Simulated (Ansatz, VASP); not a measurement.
# Two plane-wave programs on Te2Mo

```
Te Mo
1.0
     3.51820    0.00000    0.00000
    -1.75910    3.04685    0.00000
     0.00000    0.00000   13.97360
Te Mo
4 2
Cartesian
  1.7591 1.0156 5.2960
  0.0000 2.0312 12.2828
  1.7591 1.0156 1.6908
  0.0000 2.0312 8.6776
  1.7591 1.0156 10.4802
  0.0000 2.0312 3.4934
```

Alike in both runs: functional PBE; k mesh 12 × 12 × 2; occupations fermi-dirac, width 0.02 eV; no spin polarisation.

```csv
,VASP,Ansatz
version,VASP 6.6.1,Ansatz 0.2.0
potentials or method,"VASP PAW PBE potentials, release 64 (Te, Mo_sv)",Ansatz PAW
plane-wave cutoff (eV),500,420
valence electrons in the cell,52,92
task,single point,band structure
```

```tsv
	VASP	Ansatz	Ansatz less VASP
gap on the k mesh at the Fermi level (eV)	0.75	0.76	+0.006
least direct gap on the mesh (eV)	1.04	1.04	+0.001
pressure (GPa)	2.9	2.9	-0.02
traceless stress, the component that is largest in VASP (GPa)	0.51	0.45	-0.059
rms of the force components (eV/Å)	0.089	0.082	-0.0068
```

Atom by atom the forces differ by 0.007 eV/Å (rms over components). With one functional, cell and mesh, what is left measures potentials, basis and numerics. VASP's potentials hold 52 valence electrons a cell and Ansatz's 92, so a difference there can come from the potentials and not from the codes.

Neither program's run includes spin-orbit coupling.
